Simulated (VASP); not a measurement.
A run of VASP 6.6.1:

Contents of INCAR:

```
  PREC = Accurate
  ENCUT = 520
  EDIFF = 1E-6
  ISMEAR = 0
  SIGMA = 0.02
  LREAL = False
  LASPH = True
  NELM = 100
  ALGO = Normal
  ISIF = 2
  LWAVE = False
  LCHARG = True
  GGA = PE
  LELF = True
  LVHAR = True
  NBANDS = 15
```

KPOINTS

```
Automatic mesh
0
Gamma
  6 6 4
```

File POSCAR:

```
MgI2
1.0
    4.2080408505      0.0000000029      0.0000000000
   -2.1040204277      3.6442702752      0.0000000000
    0.0000000000      0.0000000000      7.7505660595
Mg I
1 2
Direct
    0.0000000000      0.0000000000      0.0000000000
    0.3333333333      0.6666666667      0.2157418700
    0.6666666667      0.3333333333      0.7842581300
```

Potentials or basis: VASP PAW PBE potentials, release 64 (Mg, I).

Run with:

```sh
$ cat potpaw_PBE.64/Mg/POTCAR potpaw_PBE.64/I/POTCAR > POTCAR
$ mpirun -np 1 vasp_std > vasp.out
```

Hardware: 1 thread of AMD EPYC 7R43 64-Core Processor (Zen 3), with other jobs on the host.

How long does it take, and how much memory?

It took 40 s on 1 thread of AMD EPYC 7R43 64-Core Processor (Zen 3), with other jobs on the host, peak memory 0.21 GiB. Counts: scf iterations 12, k points 24.
